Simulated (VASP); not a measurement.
## Mg: single point with PBEsol

Mg:

```xyz
1
Lattice="-1.7794 1.7794 1.6301 1.7794 -1.7794 1.6301 1.7794 1.7794 -1.6301" Properties=species:S:1:pos:R:3 pbc="T T T"
Mg    0.0000    0.0000    0.0000
```

```json
{"Program": "VASP 6.6.1", "Task": "single point", "Functional": "PBEsol", "Potentials or basis": "VASP PAW PBE potentials, release 64 (Mg)", "Cutoff": "520 eV", "k mesh": "18 × 18 × 18", "Occupations": "gaussian, width 0.15 eV", "Spin": "no spin polarisation", "Dipole correction": "no", "Further INCAR settings": "ALGO = Normal; EDIFF = 1e-06; NBANDS = 7"}
```

The pressure is 3.8 GPa and the band gap on the k mesh is zero (bands 1 and 2 overlap by 4.78 eV).

Stress tensor (GPa, compression positive):
```
3.54 0.00 0.00
0.00 3.54 0.00
0.00 0.00 4.27
```

Levels at points of the mesh, in eV from the Fermi level:
```csv
k point,band 1,band 2,band 3,band 4,band 5
"(0.00, 0.00, 0.00)",-7.41,12.53,14.47,14.47,14.85
"(0.50, 0.00, 0.00)",-1.47,-0.65,8.51,9.71,10.38
"(0.50, 0.50, 0.00)",-1.91,-1.31,10.20,11.35,12.18
"(0.50, 0.50, 0.50)",3.48,3.48,3.59,4.27,5.75
```

It took 26 s on 1 thread of Intel(R) Xeon(R) Platinum 8259CL CPU @ 2.50GHz (Skylake/Cascade Lake), on a shared host, peak memory 0.19 GiB.

Caveat: the cell stands under pressure; the PAW data sets were made with another functional, which shifts forces and pressure a little.
